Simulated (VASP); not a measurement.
Crystal: SiS2.

```
Si S
1.0
    -3.19971    5.74930    2.91228
     3.19971   -5.74930    2.91228
     3.19971    5.74930   -2.91228
Si S
2 4
Direct
  0.75000 0.75000 0.00000
  0.25000 0.25000 0.00000
  0.89564 0.81166 0.70730
  0.10436 0.18834 0.29270
  0.39564 0.68834 0.08398
  0.60436 0.31166 0.91602
```

| Quantity | Value |
| --- | --- |
| Program | VASP 6.6.1 |
| Task | relaxation of shape and atoms at fixed volume |
| Functional | RPBE |
| Potentials or basis | VASP PAW PBE potentials, release 64 (Si, S) |
| Cutoff | 500 eV |
| k mesh | 6 × 6 × 6 |
| Occupations | gaussian, width 0.05 eV |
| Spin | no spin polarisation |

At the start: pressure -4.4 GPa; volume 35.72 Å³/atom.

Q: Where does the relaxation end?

A: Over 5 steps the energy falls by 62.4 meV/atom; space group Ibam (No. 72, to 0.1 Å) before and after.

Step by step:
```tsv
step	energy change (eV)	largest force (eV/Å)	pressure (GPa)	volume (Å³)
1	0.0000	1.5320	-4.36	214.30
2	-0.3316	0.3611	-1.30	214.30
3	-0.3566	0.0991	-0.12	214.30
4	-0.3732	0.0231	0.07	214.30
5	-0.3742	0.0030	0.14	214.30
```

Final structure:
```cif
data_structure
_symmetry_space_group_name_H-M 'P 1'
_symmetry_Int_Tables_number 1
_cell_length_a 7.2691
_cell_length_b 7.2691
_cell_length_c 7.2691
_cell_angle_alpha 126.729
_cell_angle_beta 72.529
_cell_angle_gamma 134.604
_cell_volume 214.30
loop_
_atom_site_label
_atom_site_type_symbol
_atom_site_fract_x
_atom_site_fract_y
_atom_site_fract_z
_atom_site_occupancy
Si1 Si 0.75000 0.75000 0.00000 1
Si2 Si 0.25000 0.25000 0.00000 1
S1 S 0.90150 0.82234 0.72384 1
S2 S 0.09850 0.17766 0.27616 1
S3 S 0.40150 0.67766 0.07916 1
S4 S 0.59850 0.32234 0.92084 1
```

Caveat: the PAW data sets were made with another functional, which shifts forces and pressure a little.
